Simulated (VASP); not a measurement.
# Zn2B3 (P6_3/mmc) in VASP: relaxation of cell and atoms with PBE

Aim: the relaxation of cell and atoms of Zn2B3 with PBE.

All numbers are computed with VASP 6.6.1; they aren't measurements. Logs are shortened: lines on timing, memory, paths and dates and some standing lists are left out, and cuts for length are marked.

## Step 1: The cell of the first run

Symmetry: P6_3/mmc, No. 194, hexagonal system. Conventional cell: a = 3.953 Å, b = 3.953 Å, c = 7.619 Å, α = 90.00°, β = 90.00°, γ = 120.00°. Zn (site symmetry 3m) has 1 B at 1.41 Å within 1.9 Å. B (site symmetry -6m2) has 2 Zn at 1.41 Å within 1.9 Å. B (site symmetry -6m2) has 6 B at 2.28 Å and 8 Zn at 2.40 to 2.68 Å within 3.0 Å. Within 3.0 Å of B (site symmetry -6m2) lie 6 B at 2.28 Å and 6 Zn at 2.68 Å.

The cell was built from a structure type or drawn by symmetry, and may not be a known phase.

## Step 2: Relaxation of cell and atoms, PBE

File INCAR:

```
PREC = Accurate
ENCUT = 500
EDIFF = 1E-7
ISMEAR = 0
SIGMA = 0.2
LREAL = F
LASPH = T
NELM = 120
ALGO = Normal
ISIF = 3
LWAVE = F
LCHARG = F
GGA = PE
IBRION = 2
NSW = 36
EDIFFG = -0.08
GGA_COMPAT = F
NELMIN = 4
```

File KPOINTS:

```
regular mesh
0
Gamma
  5 5 2
```

File POSCAR:

```
Zn2B3
1.0
    3.9529993400      0.0000000000      0.0000000000
   -1.9764996700      3.4233978500      0.0000000000
    0.0000000000      0.0000000000      7.6186136500
Zn B
4 6
Direct
    0.3333333300      0.6666666700      0.0654109600
    0.6666666700      0.3333333300      0.5654109600
    0.6666666700      0.3333333300      0.9345890400
    0.3333333300      0.6666666700      0.4345890400
    0.3333333300      0.6666666700      0.2500000000
    0.6666666700      0.3333333300      0.7500000000
    0.3333333300      0.6666666700      0.7500000000
    0.6666666700      0.3333333300      0.2500000000
    0.0000000000      0.0000000000      0.2500000000
    0.0000000000      0.0000000000      0.7500000000
```

Potentials or basis: VASP PAW PBE potentials, release 64 (Zn, B).

Command:

```console
> cat potpaw_PBE.64/Zn/POTCAR potpaw_PBE.64/B/POTCAR > POTCAR
> mpirun -np 1 vasp_std > vasp.out
```

OUTCAR:

```text
PREC = Accurate
   ENCUT = 500
   EDIFF = 1E-7
   ISMEAR = 0
   LREAL = F
   LASPH = T
   NELM = 120
   ISIF = 3
   GGA = PE
   IBRION = 2
   NSW = 36
   EDIFFG = -0.08
   NELMIN = 4

 ion  position               nearest neighbor table
   1  0.333  0.667  0.065-   5 1.41   7 2.40   3 2.49   3 2.49   3 2.49   4 2.81
   2  0.667  0.333  0.565-   6 1.41   8 2.40   4 2.49   4 2.49   4 2.49   3 2.81
   3  0.667  0.333  0.935-   6 1.41   8 2.40   1 2.49   1 2.49   1 2.49   2 2.81
   4  0.333  0.667  0.435-   5 1.41   7 2.40   2 2.49   2 2.49   2 2.49   1 2.81
   5  0.333  0.667  0.250-   1 1.41   4 1.41
   6  0.667  0.333  0.750-   2 1.41   3 1.41
   7  0.333  0.667  0.750-   1 2.40   4 2.40
   8  0.667  0.333  0.250-   2 2.40   3 2.40
   9  0.000  0.000  0.250-
  10  0.000  0.000  0.750-

  LATTYP: Found a hexagonal cell.
 ALAT       =     3.9529993400
 C/A-ratio  =     1.9272994996

  Lattice vectors:

 A1 = (   3.9529993400,   0.0000000000,   0.0000000000)
 A2 = (  -1.9764996700,   3.4233978500,   0.0000000000)
 A3 = (   0.0000000000,   0.0000000000,   7.6186136500)

Analysis of symmetry for initial positions (statically):
=====================================================================
 Subroutine PRICEL returns:
 Original cell was already a primitive cell.

 Routine SETGRP: Setting up the symmetry group for a
 hexagonal supercell.

 Subroutine GETGRP returns: Found 24 space group operations
 (whereof 12 operations were pure point group operations)
 out of a pool of 24 trial point group operations.

The static configuration has the point symmetry D_3d.
 The point group associated with its full space group is D_6h.

Analysis of symmetry for dynamics (positions and initial velocities):
=====================================================================
 Subroutine PRICEL returns:
 Original cell was already a primitive cell.

 Routine SETGRP: Setting up the symmetry group for a
 hexagonal supercell.

 Subroutine GETGRP returns: Found 24 space group operations
 (whereof 12 operations were pure point group operations)
 out of a pool of 24 trial point group operations.

The dynamic configuration has the point symmetry D_3d.
 The point group associated with its full space group is D_6h.

 Subroutine INISYM returns: Found 24 space group operations
 (whereof 12 operations are pure point group operations),
 and found     1 'primitive' translations

----------------------------------------------------------------------------------------

                                     Primitive cell

  volume of cell :     103.1003

  direct lattice vectors                    reciprocal lattice vectors
     3.952999340  0.000000000  0.000000000     0.252972468  0.146053723  0.000000000
    -1.976499670  3.423397850  0.000000000     0.000000000  0.292107445  0.000000000
     0.000000000  0.000000000  7.618613650     0.000000000  0.000000000  0.131257476

  length of vectors
     3.952999340  3.952999340  7.618613650     0.292107445  0.292107445  0.131257476

  position of ions in fractional coordinates (direct lattice)
     0.333333330  0.666666670  0.065410960
     0.666666670  0.333333330  0.565410960
     0.666666670  0.333333330  0.934589040
     0.333333330  0.666666670  0.434589040
     0.333333330  0.666666670  0.250000000
     0.666666670  0.333333330  0.750000000
     0.333333330  0.666666670  0.750000000
     0.666666670  0.333333330  0.250000000
     0.000000000  0.000000000  0.250000000
     0.000000000  0.000000000  0.750000000

  ion indices of the primitive-cell ions
   primitive index   ion index
                 1           1
                 2           2
                 3           3
                 4           4
                 5           5
                 6           6
                 7           7
                 8           8
                 9           9
                10          10

----------------------------------------------------------------------------------------

 KPOINTS: regular mesh

Automatic generation of k-mesh.
 Grid dimensions read from file:
 generate k-points for:    5    5    2

 Generating k-lattice:

  Cartesian coordinates                     Fractional coordinates (reciprocal lattice)
     0.050594494  0.029210745  0.000000000     0.200000000  0.000000000  0.000000000
     0.000000000  0.058421489  0.000000000     0.000000000  0.200000000  0.000000000
     0.000000000  0.000000000  0.065628738     0.000000000  0.000000000  0.500000000

  Length of vectors
     0.058421489  0.058421489  0.065628738

  Shift w.r.t. Gamma in fractional coordinates (k-lattice)
     0.000000000  0.000000000  0.000000000

 Subroutine IBZKPT returns following result:
 ===========================================

 Found     10 irreducible k-points:

 Following reciprocal coordinates:
            Coordinates               Weight
  0.000000  0.000000  0.000000      1.000000
  0.200000 -0.000000  0.000000      6.000000
  0.400000  0.000000  0.000000      6.000000
  0.200000  0.200000  0.000000      6.000000
  0.400000  0.200000  0.000000      6.000000
  0.000000  0.000000  0.500000      1.000000
  0.200000 -0.000000  0.500000      6.000000
  0.400000  0.000000  0.500000      6.000000
  0.200000  0.200000  0.500000      6.000000
  0.400000  0.200000  0.500000      6.000000
   k-points           NKPTS =     10   k-points in BZ     NKDIM =     10   number of bands    NBANDS=     39
   number of dos      NEDOS =    301   number of ions     NIONS =     10
   total plane-waves  NPLWV =  50400
   dimension x,y,z NGX =    30 NGY =   30 NGZ =   56
   dimension x,y,z NGXF=    60 NGYF=   60 NGZF=  112
   ions per type =               4   6
   NGX,Y,Z   is equivalent  to a cutoff of  12.62, 12.62, 12.22 a.u.
   NGXF,Y,Z  is equivalent  to a cutoff of  25.23, 25.23, 24.44 a.u.
 SYSTEM =  unknown system
   PREC   = accura    normal or accurate (medium, high low for compatibility)
   ISTART =      0    job   : 0-new  1-cont  2-samecut
   ICHARG =      2    charge: 1-file 2-atom 10-const
   ISPIN  =      1    spin polarized calculation?
   LNONCOLLINEAR =      F non collinear calculations
   LSORBIT =      F    spin-orbit coupling
   LASPH  =      T    aspherical Exc in radial PAW
   ENCUT  =  500.0 eV  36.75 Ry    6.06 a.u.   7.21  7.21 13.89*2*pi/ulx,y,z
   NELM   =    120;   NELMIN=  4; NELMDL= -5     # of ELM steps
   EDIFF  = 0.1E-06   stopping-criterion for ELM
   LREAL  =      F    real-space projection
   EDIFFG = -.8E-01   stopping-criterion for IOM
   NSW    =     36    number of steps for IOM
   IBRION =      2    ionic relax: 0-MD 1-quasi-New 2-CG
   NFREE  =      1    steps in history (QN), initial steepest desc. (CG)
   ISIF   =      3    stress and relaxation
   ISYM   =      2    0-nonsym 1-usesym 2-fastsym
   POTIM  = 0.5000    time-step for ionic-motion
   TEBEG  =    0.0;   TEEND  =   0.0 temperature during run
   PSTRESS=    0.0 pullay stress
   NELECT =      66.0000    total number of electrons
   NUPDOWN=      -1.0000    fix difference up-down
   EMIN   =  10.00;   EMAX   =-10.00  energy-range for DOS
   EFERMI =   0.00;   METHOD = LEGACY
   ISMEAR =     0;   SIGMA  =   0.20  broadening in eV -4-tet -1-fermi 0-gaus
   EFERMI_NEDOS =   21; number of points for ismear=-14 and -15
   IALGO  =     38    algorithm
   IMIX   =      4    mixing-type and parameters
     AMIX     =   0.40;   BMIX     =  1.00
     AMIX_MAG =   1.60;   BMIX_MAG =  1.00
  volume/ion in A,a.u.               =      10.31        69.58
  Fermi-wavevector in a.u.,A,eV,Ry     =   1.410921  2.666255 27.085103  1.990699
  Thomas-Fermi vector in A             =   2.532826
   LORBIT       =      0    0 simple, 1 ext, 2 COOP (PROOUT), +10 PAW based schemes
   GGA     = PE    functional components
   LHFCALC =     F    Hartree Fock is set to
   AEXX    =    0.0000 exact exchange contribution
   IVDW    =     0    specifies the selected vdW correction
   LEPSILON=     F    determine dielectric tensor
   LRPA    =     F    only Hartree local field effects (RPA)
 conjugate gradient relaxation of ions
 non-spin polarized calculation
 Gauss-broadening in eV      SIGMA  =   0.20
  energy-cutoff  :      500.00
  volume of cell :      103.10
 maximum number of plane-waves:      2634
 NGX is ok and might be reduce to    30
   NGX = 15   NGY = 15   NGZ = 27

--------------------------------------- Ionic step        1  -------------------------------------------

 number of electron      65.9999955 magnetization

 Free energy of the ion-electron system (eV)
  ---------------------------------------------------
  ext. energy  EPLUGINS =         0.00000000
  ---------------------------------------------------
  free energy    TOTEN  =        -8.30416140 eV

  energy without entropy =       -8.19884544  energy(sigma->0) =       -8.25150342

------------------------ aborting loop because EDIFF is reached ----------------------------------------

  FORCE on cell =-STRESS in cart. coord.  units (eV):
  Direction    XX          YY          ZZ          XY          YZ          ZX
  --------------------------------------------------------------------------------------
  -------------------------------------------------------------------------------------
  Total       -0.0107746     -0.0107746    145.8128787     -0.0000000      0.0000000      0.0000000
  in kB       -0.1674379     -0.1674379   2265.9295368     -0.0000000      0.0000000      0.0000000
  external PRESSURE =     755.1982204 kB  Pullay stress =       0.0000000 kB
[... 1397 lines left out ...]
     38       5.5243      0.00000
     39       7.4461      0.00000

[... ionic steps 4 to 14 ...]

--------------------------------------- Ionic step       15  -------------------------------------------

 number of electron      66.0000409 magnetization

------------------------ aborting loop because EDIFF is reached ----------------------------------------

  FORCE on cell =-STRESS in cart. coord.  units (eV):
  Direction    XX          YY          ZZ          XY          YZ          ZX
  --------------------------------------------------------------------------------------
  -------------------------------------------------------------------------------------
  Total       -0.0916726     -0.0916726      0.8087185      0.0000000      0.0000000     -0.0000000
  in kB       -1.3741463     -1.3741463     12.1224620      0.0000000      0.0000000     -0.0000000
  external PRESSURE =       3.1247232 kB  Pullay stress =       0.0000000 kB
[... 73 lines left out ...]
  energy  without entropy=      -36.6031896254  energy(sigma->0) =      -36.62350863

--------------------------------------- Ionic step       17  -------------------------------------------

 number of electron      66.0000277 magnetization

 Free energy of the ion-electron system (eV)
  ---------------------------------------------------
  ext. energy  EPLUGINS =         0.00000000
  ---------------------------------------------------
  free energy    TOTEN  =       -36.65676770 eV

  energy without entropy =      -36.59862445  energy(sigma->0) =      -36.62769608

 E-fermi :   4.9845     XC(G=0): -11.4670

 val. band max:        4.9543674701   @ k =   0.2000   0.2000   0.0000
 cond. band min:       5.0158321874   @ k =   0.2000   0.2000   0.0000
 fundamental gap:      0.0614647174
 Fermi energy:         4.9844651685

 k-point     1 :       0.0000    0.0000    0.0000
  band No.  band energies     occupation
      1     -11.0131      2.00000
      2     -10.9678      2.00000
      3      -5.1749      2.00000
      4      -3.8613      2.00000
      5      -3.4306      2.00000
      6      -3.3690      2.00000
[... 446 lines left out ...]
  FREE ENERGIE OF THE ION-ELECTRON SYSTEM (eV)
  ---------------------------------------------------
  free  energy   TOTEN  =       -36.6567676980 eV

  energy  without entropy=      -36.5986244543  energy(sigma->0) =      -36.62769608

 reached required accuracy - stopping structural energy minimisation
```

Wall time 10 min (1 thread of AMD EPYC 9R45 (Zen 5), shared host); peak memory 0.19 GiB.

Results:

```yaml
Free_energy: -36.6568 eV
Relaxed_volume: 10.72 Å³/atom
Relaxed_cell: a = 3.183 Å, b = 3.183 Å, c = 12.220 Å, α = 90.00°, β = 90.00°, γ = 120.00°
Space_group_after_relaxing_to_0.1_Å: P6_3/mmc (No. 194)
Pressure_after_relaxing: -0.3 GPa
Largest_force_after_relaxing: 0.006 eV/Å
Band_gap_on_the_k_mesh: zero (bands 33 and 34 overlap by 4.07 eV)
```

Forces on the atoms (eV/Å):
```
Zn   0.000  0.000  0.006
Zn   0.000  0.000  0.006
Zn   0.000  0.000 -0.006
Zn   0.000  0.000 -0.006
B    0.000  0.000  0.000
B    0.000  0.000  0.000
B    0.000  0.000  0.000
B    0.000  0.000  0.000
B    0.000  0.000  0.000
B    0.000  0.000  0.000
```

Final structure:
```
CELL_PARAMETERS angstrom
3.18323 0.00000 0.00000
-1.59162 2.75676 0.00000
0.00000 0.00000 12.21958
ATOMIC_POSITIONS crystal
Zn 0.33333 0.66667 0.93172
Zn 0.66667 0.33333 0.43172
Zn 0.66667 0.33333 0.06828
Zn 0.33333 0.66667 0.56828
B 0.33333 0.66667 0.25000
B 0.66667 0.33333 0.75000
B 0.33333 0.66667 0.75000
B 0.66667 0.33333 0.25000
B 0.00000 0.00000 0.25000
B 0.00000 0.00000 0.75000
```

Levels at points of the mesh, in eV from the Fermi level:
```tsv
k point	band 31	band 32	band 33	band 34	band 35	band 36	band 37	band 38
(0.00, 0.00, 0.00)	-2.93	-2.93	-2.92	-2.92	-1.99	2.48	3.41	5.19
(0.00, 0.00, 0.50)	-2.93	-2.93	-2.93	-2.93	-0.21	-0.21	5.07	5.07
```

Caveat: the k points lie up to 0.46 Å⁻¹ apart in the final cell, too coarse for converged energies and pressures of a metal; a cell axis changed by over 15 % at a fixed basis, so the end point is rough.
